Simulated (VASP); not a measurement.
Ta, 1 atom in the cell. Symmetry: Im-3m, No. 229, cubic system. Conventional cell: a = 3.255 Å, b = 3.255 Å, c = 3.255 Å, α = 90.00°, β = 90.00°, γ = 90.00°. Within 3.7 Å of Ta (site symmetry m-3m) lie 14 Ta at 2.82 to 3.26 Å. 

```yaml
Program: VASP 6.6.1
Task: single point
Functional: LDA
Potentials_or_basis: VASP PAW LDA potentials, release 64 (Ta_pv)
Cutoff: 520 eV
k_mesh: 14 × 14 × 14
Occupations: methfessel-paxton, width 0.1 eV
Spin: no spin polarisation
Dipole_correction: no
Further_INCAR_settings: ALGO = Normal; EDIFF = 1e-06; NBANDS = 12
```

Potentials or basis: VASP PAW LDA potentials, release 64 (Ta_pv).

The run is started by

```bash
$ cat potpaw_LDA.64/Ta_pv/POTCAR > POTCAR
$ mpirun -np 1 vasp_std > vasp.out
```

Hardware: 1 thread of Intel Xeon 6975P-C, with other jobs on the host.

**Question.** How long does it take, and how much memory?

**Answer.** It took 13 s on 1 thread of Intel Xeon 6975P-C, with other jobs on the host, peak memory 0.14 GiB. Counts: scf iterations 10, k points 104.
